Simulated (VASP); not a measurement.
# KF: single point with LDA

The system is KF.

```
K F
1.0
     0.00000    2.58172    2.29128
     2.40100    0.00000    2.29128
     2.40100    2.58172    0.00000
K F
1 1
Direct
  0.00000 0.00000 0.00000
  0.50000 0.50000 0.50000
```

This cell differs from its parent crystal: normal strain along x -0.0700, normal strain along z -0.1125.

```json
{
 "Program": "VASP 6.6.1",
 "Task": "single point",
 "Functional": "LDA",
 "Potentials or basis": "VASP PAW LDA potentials, release 64 (K_sv, F)",
 "Cutoff": "520 eV",
 "k mesh": "8 × 8 × 8",
 "Occupations": "gaussian, width 0.05 eV",
 "Spin": "no spin polarisation",
 "Dipole correction": "no",
 "Further INCAR settings": "ALGO = Normal; EDIFF = 1e-06; NBANDS = 15"
}
```

| Item | Value |
| --- | --- |
| Pressure | 16.8 GPa |
| Band gap on the k mesh | 6.87 eV (least direct gap 7.08 eV) |

Stress tensor (GPa, compression positive):
```
16.50  0.00  0.00
 0.00  4.34  0.00
 0.00  0.00 29.44
```

Levels at points of the mesh, in eV from the valence-band top:
```csv
k point,band 4,band 5,band 6,band 7,band 8,band 9,band 10,band 11,band 12,band 13
"(0.00, 0.00, 0.00)",-8.65,-8.63,-0.77,-0.52,-0.21,6.87,10.20,10.81,11.16,12.39
"(0.50, 0.00, 0.00)",-8.77,-8.57,-1.80,-1.31,-1.29,9.38,11.98,12.59,13.27,15.63
"(0.50, 0.50, 0.00)",-9.48,-9.18,-0.69,-0.33,0.00,7.17,11.42,13.83,14.69,15.09
"(0.50, 0.00, 0.50)",-9.25,-9.02,-0.70,-0.47,-0.12,7.66,11.44,12.81,14.71,15.41
"(0.00, 0.50, 0.50)",-9.54,-9.02,-0.74,-0.33,-0.04,7.43,11.25,13.42,14.70,14.90
```

Run time: 82 s on 1 thread of Intel Xeon 8259CL, on a shared host, peak memory 0.17 GiB.

Caveat: the cell differs from its parent crystal (normal strain along x -0.0700, normal strain along z -0.1125); the stress differs along the axes, from 4 to 29 GPa. A k mesh can miss the band edges.
